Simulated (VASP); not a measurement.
# C (I4_1/amd) in VASP: relaxation of cell and atoms with PBEsol

Aim: the relaxation of cell and atoms of C with PBEsol.

Program: VASP 6.6.1. These are calculated values, not measurements. Logs are shortened: lines on timing, memory, paths and dates and some standing lists are left out, and cuts for length are marked.

### Step 1. The cell of the first run

Symmetry: I4_1/amd, No. 141, tetragonal system. Conventional cell: a = 3.706 Å, b = 3.706 Å, c = 2.023 Å, α = 90.00°, β = 90.00°, γ = 90.00°. Within 2.5 Å of C (site symmetry -4m2) lie 10 C at 1.92 to 2.40 Å.

### Step 2. Relaxation of cell and atoms, PBEsol

Contents of INCAR:

```
SYSTEM = C
PREC = Accurate ; ENCUT = 600
EDIFF = 1E-7 ; ISMEAR = -1
SIGMA = 0.1 ; LREAL = .False.
LASPH = .True. ; NELM = 100
ALGO = Normal ; ISIF = 3
LWAVE = .False. ; LCHARG = .False.
GGA = PS ; IBRION = 2
NSW = 80 ; EDIFFG = -0.01
ISYM = 0
```

Contents of KPOINTS:

```
Automatic mesh
0
Gamma
  17 17 12
  0 0 0
```

Contents of POSCAR:

```
C
1.0
   -1.8529167617      1.8529167617      1.0116925519
    1.8529167617     -1.8529167617      1.0116925519
    1.8529167617      1.8529167617     -1.0116925519
C
2
Direct
    0.0000000000      0.0000000000      0.0000000000
    0.7500000000      0.2500000000      0.5000000000
```

Potentials or basis: VASP PAW PBE potentials, release 64 (C).

Command:

```
cat potpaw_PBE.64/C/POTCAR > POTCAR
mpirun -np 1 vasp_std > vasp.out
```

OUTCAR:

```text
SYSTEM = C
   PREC = Accurate
   ENCUT = 600
   EDIFF = 1E-7
   ISMEAR = -1
   LREAL = .False.
   LASPH = .True.
   NELM = 100
   ISIF = 3
   GGA = PS
   IBRION = 2
   NSW = 80
   EDIFFG = -0.01
   ISYM = 0

 ion  position               nearest neighbor table
   1  0.000  0.000  0.000-   2 1.92   2 1.92   2 1.92   2 1.92
   2  0.750  0.250  0.500-   1 1.92   1 1.92   1 1.92   1 1.92

IMPORTANT INFORMATION: All symmetrisations will be switched off!
NOSYMM: (Re-)initialisation of all symmetry stuff for point group C_1.

----------------------------------------------------------------------------------------

                                     Primitive cell

  volume of cell :      13.8938

  direct lattice vectors                    reciprocal lattice vectors
    -1.852916762  1.852916762  1.011692552     0.000000000  0.269844825  0.494221292
     1.852916762 -1.852916762  1.011692552     0.269844825  0.000000000  0.494221292
     1.852916762  1.852916762 -1.011692552     0.269844825  0.269844825  0.000000000

  length of vectors
     2.808936253  2.808936253  2.808936253     0.563090504  0.563090504  0.381618212

  position of ions in fractional coordinates (direct lattice)
     0.000000000  0.000000000  0.000000000
     0.750000000  0.250000000  0.500000000

  ion indices of the primitive-cell ions
   primitive index   ion index
                 1           1
                 2           2

----------------------------------------------------------------------------------------

 KPOINTS: Automatic mesh

Automatic generation of k-mesh.
 Grid dimensions read from file:
 generate k-points for:   17   17   12

 Generating k-lattice:

  Cartesian coordinates                     Fractional coordinates (reciprocal lattice)
     0.000000000  0.015873225  0.029071841     0.058823529  0.000000000  0.000000000
     0.015873225  0.000000000  0.029071841     0.000000000  0.058823529  0.000000000
     0.022487069  0.022487069  0.000000000     0.000000000  0.000000000  0.083333333

  Length of vectors
     0.033122971  0.033122971  0.031801518

  Shift w.r.t. Gamma in fractional coordinates (k-lattice)
     0.000000000  0.000000000  0.000000000

 -----------------------------------------------------------------------------
|                                                                             |
|           W    W    AA    RRRRR   N    N  II  N    N   GGGG   !!!           |
|           W    W   A  A   R    R  NN   N  II  NN   N  G    G  !!!           |
|           W    W  A    A  R    R  N N  N  II  N N  N  G       !!!           |
|           W WW W  AAAAAA  RRRRR   N  N N  II  N  N N  G  GGG   !            |
|           WW  WW  A    A  R   R   N   NN  II  N   NN  G    G                |
|           W    W  A    A  R    R  N    N  II  N    N   GGGG   !!!           |
|                                                                             |
|     Your reciprocal lattice and k-lattice belong to different lattice       |
|     classes:                                                                |
|                                                                             |
|        The reciprocal lattice is body-centered tetragonal,                  |
|        whereas your k-lattice is base-centered monoclinic.                  |
|                                                                             |
|     Results are often still useful ...                                      |
|                                                                             |
 -----------------------------------------------------------------------------

 WARNING: IBZKPT: internal override: KBLOWUP is changed to .FALSE.
      ... skipping the blow-up phase ...

 Subroutine IBZKPT returns following result:
 ===========================================

 Found   1735 irreducible k-points:

 Following reciprocal coordinates:
            Coordinates               Weight
  0.000000  0.000000  0.000000      1.000000
  0.058824 -0.000000  0.000000      2.000000
  0.117647 -0.000000  0.000000      2.000000
  0.176471  0.000000  0.000000      2.000000
  0.235294 -0.000000  0.000000      2.000000
  0.294118 -0.000000  0.000000      2.000000
[... 16 lines left out ...]
 -0.235294  0.058824 -0.000000      2.000000
 -0.176471  0.058824  0.000000      2.000000
 [... further k-points ...]
   k-points           NKPTS =   1735   k-points in BZ     NKDIM =   1735   number of bands    NBANDS=      8
   number of dos      NEDOS =    301   number of ions     NIONS =      2
   total plane-waves  NPLWV =  13824
   dimension x,y,z NGX =    24 NGY =   24 NGZ =   24
   dimension x,y,z NGXF=    48 NGYF=   48 NGZF=   48
   ions per type =               2
   NGX,Y,Z   is equivalent  to a cutoff of  14.20, 14.20, 14.20 a.u.
   NGXF,Y,Z  is equivalent  to a cutoff of  28.41, 28.41, 28.41 a.u.
 SYSTEM =  C
   PREC   = accura    normal or accurate (medium, high low for compatibility)
   ISTART =      0    job   : 0-new  1-cont  2-samecut
   ICHARG =      2    charge: 1-file 2-atom 10-const
   ISPIN  =      1    spin polarized calculation?
   LNONCOLLINEAR =      F non collinear calculations
   LSORBIT =      F    spin-orbit coupling
   LASPH  =      T    aspherical Exc in radial PAW
   ENCUT  =  600.0 eV  44.10 Ry    6.64 a.u.   5.61  5.61  5.61*2*pi/ulx,y,z
   NELM   =    100;   NELMIN=  2; NELMDL= -5     # of ELM steps
   EDIFF  = 0.1E-06   stopping-criterion for ELM
   LREAL  =      F    real-space projection
   EDIFFG = -.1E-01   stopping-criterion for IOM
   NSW    =     80    number of steps for IOM
   IBRION =      2    ionic relax: 0-MD 1-quasi-New 2-CG
   NFREE  =      1    steps in history (QN), initial steepest desc. (CG)
   ISIF   =      3    stress and relaxation
   ISYM   =      0    0-nonsym 1-usesym 2-fastsym
   POTIM  = 0.5000    time-step for ionic-motion
   TEBEG  =    0.0;   TEEND  =   0.0 temperature during run
   PSTRESS=    0.0 pullay stress
   NELECT =       8.0000    total number of electrons
   NUPDOWN=      -1.0000    fix difference up-down
   EMIN   =  10.00;   EMAX   =-10.00  energy-range for DOS
   EFERMI =   0.00;   METHOD = LEGACY
   ISMEAR =    -1;   SIGMA  =   0.10  broadening in eV -4-tet -1-fermi 0-gaus
   EFERMI_NEDOS =   21; number of points for ismear=-14 and -15
   IALGO  =     38    algorithm
   IMIX   =      4    mixing-type and parameters
     AMIX     =   0.40;   BMIX     =  1.00
     AMIX_MAG =   1.60;   BMIX_MAG =  1.00
  volume/ion in A,a.u.               =       6.95        46.88
  Fermi-wavevector in a.u.,A,eV,Ry     =   1.361961  2.573733 25.237964  1.854938
  Thomas-Fermi vector in A             =   2.488492
   LORBIT       =      0    0 simple, 1 ext, 2 COOP (PROOUT), +10 PAW based schemes
   GGA     = PS    functional components
   LHFCALC =     F    Hartree Fock is set to
   AEXX    =    0.0000 exact exchange contribution
   IVDW    =     0    specifies the selected vdW correction
   LEPSILON=     F    determine dielectric tensor
   LRPA    =     F    only Hartree local field effects (RPA)
 conjugate gradient relaxation of ions
 non-spin polarized calculation
  energy-cutoff  :      600.00
  volume of cell :       13.89
 maximum number of plane-waves:       486
   NGX = 11   NGY = 11   NGZ = 11

--------------------------------------- Ionic step        1  -------------------------------------------

 number of electron       8.0000000 magnetization

 Free energy of the ion-electron system (eV)
  ---------------------------------------------------
  ext. energy  EPLUGINS =         0.00000000
  ---------------------------------------------------
  free energy    TOTEN  =       -13.06827218 eV

  energy without entropy =      -13.05233187  energy(sigma->0) =      -13.06030203

 E-fermi :   7.7874     XC(G=0): -12.9431

 val. band max:        7.7767543352   @ k =  -0.4118   0.3529   0.1667
 cond. band min:       7.7962266513   @ k =   0.4706   0.1765   0.4167
 fundamental gap:      0.0194723161
 Fermi energy:         7.7874240539

 k-point     1 :       0.0000    0.0000    0.0000
  band No.  band energies     occupation
      1     -11.3209      2.00000
      2       3.6781      2.00000
      3       3.6781      2.00000
      4       5.4553      2.00000
      5      15.8551      0.00000
      6      15.8552      0.00000
      7      15.9148      0.00000
      8      15.9702      0.00000
[... 243 lines left out ...]
 k-point    24 :      -0.1765    0.0588    0.0000
  band No.  band energies     occupation
      1     -10.5850      2.00000
      2       1.9530      2.00000
      3       3.7246      2.00000
      4       7.6708      1.52482
      5      13.5801      0.00000
      6      14.3357      0.00000
      7      15.3170      0.00000
      8      15.8279      0.00000

 [... further k-points ...]
[... 5 lines left out ...]
  --------------------------------------------------------------------------------------
  -------------------------------------------------------------------------------------
  Total       -5.7889458     -5.7889458     -2.5279948      0.0028736      0.0224611      0.0224611
  in kB     -667.5590714   -667.5590750   -291.5186797      0.3313697      2.5901313      2.5901268
  external PRESSURE =    -542.2122754 kB  Pullay stress =       0.0000000 kB
[... 89 lines left out ...]
  FREE ENERGIE OF THE ION-ELECTRON SYSTEM (eV)
  ---------------------------------------------------
  free  energy   TOTEN  =       -13.9724970301 eV

  energy  without entropy=      -13.9607385914  energy(sigma->0) =      -13.96661781

[... ionic steps 4 to 23 ...]

--------------------------------------- Ionic step       24  -------------------------------------------

 number of electron       8.0000000 magnetization

------------------------ aborting loop because EDIFF is reached ----------------------------------------
[... 67 lines left out ...]
--------------------------------------- Ionic step       26  -------------------------------------------

 number of electron       8.0000000 magnetization

 Free energy of the ion-electron system (eV)
  ---------------------------------------------------
  ext. energy  EPLUGINS =         0.00000000
  ---------------------------------------------------
  free energy    TOTEN  =       -18.87207784 eV

  energy without entropy =      -18.87207782  energy(sigma->0) =      -18.87207783

 E-fermi :  12.4141     XC(G=0): -13.6345

 val. band max:       11.2655638361   @ k =   0.0000   0.0000   0.0000
 cond. band min:      13.7059264505   @ k =  -0.4118  -0.4118   0.4167
 fundamental gap:      2.4403626144
 Fermi energy:        12.4140626607

 k-point     1 :       0.0000    0.0000    0.0000
  band No.  band energies     occupation
      1     -11.7865      2.00000
      2      10.0787      2.00000
      3      10.0808      2.00000
      4      11.2656      1.99998
      5      15.7953      0.00000
      6      16.1842      0.00000
      7      16.1858      0.00000
      8      24.5149      0.00000
[... 243 lines left out ...]
 k-point    24 :      -0.1765    0.0588    0.0000
  band No.  band energies     occupation
      1     -11.0114      2.00000
      2       6.7834      2.00000
      3       8.7465      2.00000
      4       9.4109      2.00000
      5      16.7913      0.00000
      6      17.7862      0.00000
      7      18.6018      0.00000
      8      24.7696      0.00000

 [... further k-points ...]
[... 5 lines left out ...]
  --------------------------------------------------------------------------------------
  -------------------------------------------------------------------------------------
  Total       -0.0029706     -0.0029706     -0.0032824     -0.0043502      0.0064105      0.0064105
  in kB       -0.4364686     -0.4364671     -0.4822705     -0.6391601      0.9418707      0.9418726
  external PRESSURE =      -0.4517354 kB  Pullay stress =       0.0000000 kB
[... 17 lines left out ...]
  FREE ENERGIE OF THE ION-ELECTRON SYSTEM (eV)
  ---------------------------------------------------
  free  energy   TOTEN  =       -18.8720778352 eV

  energy  without entropy=      -18.8720778186  energy(sigma->0) =      -18.87207783

 reached required accuracy - stopping structural energy minimisation
```

Wall time 25 min (1 thread of AMD EPYC 9R45 (Zen 5), shared host); peak memory 0.29 GiB.

Results:

```yaml
Free_energy: -18.8721 eV
Relaxed_volume: 5.45 Å³/atom
Relaxed_cell: a = 2.471 Å, b = 2.471 Å, c = 2.472 Å, α = 118.49°, β = 118.49°, γ = 92.63°
Space_group_after_relaxing_to_0.1_Å: I4_1/amd (No. 141)
Pressure_after_relaxing: 0.0 GPa
Largest_force_after_relaxing: 0.010 eV/Å
Band_gap_on_the_k_mesh: 2.44 eV (least direct gap 4.53 eV)
```

Forces on the atoms (eV/Å):
```
C    0.007 -0.007  0.000
C   -0.007  0.007  0.000
```

Stress tensor (GPa, compression positive):
```
-0.04 -0.06  0.09
-0.06 -0.04  0.09
 0.09  0.09 -0.05
```

Final structure:
```cif
data_structure
_symmetry_space_group_name_H-M 'P 1'
_symmetry_Int_Tables_number 1
_cell_length_a 2.4713
_cell_length_b 2.4713
_cell_length_c 2.4717
_cell_angle_alpha 118.492
_cell_angle_beta 118.492
_cell_angle_gamma 92.634
_cell_volume 10.90
loop_
_atom_site_label
_atom_site_type_symbol
_atom_site_fract_x
_atom_site_fract_y
_atom_site_fract_z
_atom_site_occupancy
C1 C 0.00003 0.99997 0.00000 1
C2 C 0.74997 0.25003 0.50000 1
```

Levels at points of the mesh, in eV from the valence-band top:
| k point | band 1 | band 2 | band 3 | band 4 | band 5 | band 6 | band 7 | band 8 |
| --- | --- | --- | --- | --- | --- | --- | --- | --- |
| (0.00, 0.00, 0.00) | -23.05 | -1.19 | -1.18 | 0.00 | 4.53 | 4.92 | 4.92 | 13.25 |
| (0.00, 0.00, 0.50) | -14.30 | -14.30 | -7.22 | -7.22 | 4.09 | 4.09 | 16.65 | 16.65 |

Caveat: the volume moved by over 15 % at a fixed basis, so the end points are rough; the PAW data sets were made with another functional, which shifts forces and pressure a little; an odd mesh through Γ misses points on the zone boundary, where band edges can lie.
